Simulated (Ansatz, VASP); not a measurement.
Rh: VASP beside Ansatz

Contents of INCAR:

```
PREC = Accurate
ENCUT = 500
EDIFF = 1E-6
ISMEAR = 0
SIGMA = 0.1
LREAL = False
LASPH = True
NELM = 120
ALGO = Normal
ISIF = 2
LWAVE = False
LCHARG = False
GGA = PE
NBANDS = 22
GGA_COMPAT = False
```

Contents of KPOINTS:

```
regular mesh
0
Gamma
  3 3 1
```

POSCAR

```
Rh
1.0
    2.7309790422      0.0000000000      0.0000000000
   -1.3654895211      2.3650972278      0.0000000000
    0.0000000000      0.0000000000      4.4284890000
Rh
2
Direct
    1.1966666667      1.2463333333      1.4930000000
    0.8633333333      1.5796666667      0.9930000000
```

Input for Ansatz:

```yaml
crystal:
  lattice:
    - [2.7309790422, 0.0, 0.0]
    - [-1.3654895211, 2.3650972278, 0.0]
    - [0.0, 0.0, 4.428489]
  atoms:
    - { symbol: Rh, position: [1.1966666667, 1.2463333333, 1.493] }
    - { symbol: Rh, position: [0.8633333333, 1.5796666667, 0.993] }
  symmetry: { detect: true }
basis:
  ecutwfc: 420
kpoints:
  mp_grid: { grid: [3, 3, 1] }
hamiltonian:
  xc: pbe
scf:
  occupations: { method: gaussian, width: 0.1 }
  mixing: { algorithm: msr1, beta: 0.13, ndim: 12 }
  max_iter: 30
  convergence: { dr2_threshold: "1e-4 eV" }
output:
  forces: true
  stress: true
  eigenvalues: true
```

Alike in both runs: task single point; functional PBE; k mesh 3 × 3 × 1; occupations gaussian, width 0.1 eV; no spin polarisation.

|  | VASP | Ansatz |
| --- | --- | --- |
| version | VASP 6.6.1 | Ansatz 0.2.0 |
| potentials or method | VASP PAW PBE potentials, release 64 (Rh_pv), cutoff 500 eV | scalar-relativistic, plane waves, PAW |
| valence electrons in the cell | 30 | 34 |

Ansatz gave:

```
gap on the k mesh at the Fermi level (eV)                     : none
pressure (GPa)                                                : 5.8
traceless stress, the component that is largest in VASP (GPa) : -35.20
```

Which values does VASP return?

gap on the k mesh at the Fermi level (eV): none; pressure (GPa): 6.0; traceless stress, the component that is largest in VASP (GPa): -34.38.

A gap of «none» marks a metal or a gap that the smearing closes. VASP's potentials hold 30 valence electrons a cell and Ansatz's 34, so a difference there can come from the potentials and not from the codes. Ansatz's warnings: force scf threshold loose, stress scf threshold loose.

The k mesh is coarse, so the values compare programs but aren't converged.
